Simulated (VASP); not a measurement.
## AlN: single point with PBE

AlN:

```
Al N
1.0
     3.11100    0.00000    0.00000
    -1.55550    2.69421    0.00000
     0.00000    0.00000    4.97800
Al N
2 2
Direct
  0.37114 0.75055 0.99323
  0.56530 0.30510 0.48800
  0.32322 0.73063 0.38522
  0.74034 0.21371 0.90355
```

This cell differs from its parent crystal: atoms moved at random.

| Quantity | Value |
| --- | --- |
| Program | VASP 6.6.1 |
| Task | single point |
| Functional | PBE |
| Potentials or basis | VASP PAW PBE potentials, release 64 (Al, N) |
| Cutoff | 520 eV |
| k mesh | 6 × 6 × 4 |
| Occupations | gaussian, width 0.05 eV |
| Spin | no spin polarisation |

```
Pressure               : 47.6 GPa
Largest force          : 24.924 eV/Å
Band gap on the k mesh : 2.71 eV, indirect (least direct gap 2.81 eV)
```

Forces on the atoms (eV/Å):
```
Al   -7.148 -21.928   8.127
Al    1.459   5.830   2.429
N    -0.255  -6.351  -1.508
N     5.945  22.450  -9.049
```

Stress tensor (GPa, compression positive):
```
  2.00  33.44 -15.82
 33.44 125.91 -22.83
-15.82 -22.83  14.98
```

Levels at points of the mesh, in eV from the valence-band top:
| k point | band 6 | band 7 | band 8 | band 9 | band 10 | band 11 |
| --- | --- | --- | --- | --- | --- | --- |
| (0.00, 0.00, 0.00) | -0.76 | -0.58 | 0.00 | 2.81 | 5.64 | 8.59 |
| (0.50, 0.00, 0.00) | -2.81 | -2.31 | -1.57 | 4.85 | 5.88 | 6.98 |
| (0.00, 0.50, 0.00) | -2.83 | -2.10 | -1.34 | 4.83 | 6.10 | 6.76 |
| (0.50, 0.50, 0.00) | -2.98 | -1.60 | -0.48 | 2.71 | 5.51 | 6.48 |
| (0.00, 0.00, 0.50) | -1.85 | -0.87 | -0.24 | 4.66 | 5.31 | 8.72 |
| (0.50, 0.00, 0.50) | -1.95 | -1.60 | -1.19 | 3.85 | 4.24 | 7.67 |
| (0.00, 0.50, 0.50) | -1.86 | -1.49 | -0.95 | 3.64 | 4.15 | 7.62 |
| (0.50, 0.50, 0.50) | -2.58 | -2.26 | -2.11 | 5.24 | 6.05 | 6.90 |

It took 14 s on 1 thread of Intel(R) Xeon(R) 6975P-C (Granite Rapids) (shared host), peak memory 0.17 GiB.

Caveat: the cell differs from its parent crystal (atoms moved at random); forces of over 1 eV/Å act on the atoms, so gaps and moduli don't describe the material at rest. A k mesh can miss the band edges.
